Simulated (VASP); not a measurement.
Input of a VASP 6.6.1 run:

INCAR

```
ALGO     = Normal         # electronic algorithm
EDIFF    = 1E-6           # SCF threshold, eV
ENCUT    = 520            # plane-wave cutoff, eV
GGA      = PS             # functional
ISIF     = 2              # what is computed and relaxed
ISMEAR   = 0              # smearing method
LASPH    = T              # aspherical terms in the spheres
LCHARG   = T              # write CHGCAR
LELF     = T              # ELF
LREAL    = F              # projectors in reciprocal space
LVHAR    = T            
LWAVE    = F              # write WAVECAR
NBANDS   = 14             # bands
NELM     = 60             # most SCF steps
PREC     = Accurate       # precision mode
SIGMA    = 0.15           # smearing width, eV
```

KPOINTS

```
k-points
0
Gamma
  18 18 10
```

File POSCAR:

```
TiAl
1.0
    2.9532800997      0.0000000000      0.0000000000
   -1.4766400498      2.5576155908      0.0000000000
    0.0000000000      0.0000000000      4.8184254900
Ti Al
1 1
Direct
    0.0000000000      0.0000000000      0.0000000000
    0.3333333333      0.6666666667      0.5000000000
```

Potentials or basis: VASP PAW PBE potentials, release 64 (Ti_sv, Al).

The run is started by

```bash
$ cat potpaw_PBE.64/Ti_sv/POTCAR potpaw_PBE.64/Al/POTCAR > POTCAR
$ mpirun -np 1 vasp_std > vasp.out
```

(1) What does it give for the pressure?

## Answers

(1) -10.3 GPa.

Caveat: the cell differs from its parent crystal (strain +0.030 along x and y, +0.030 along z); the PAW data sets were made with another functional, which shifts forces and pressure a little.
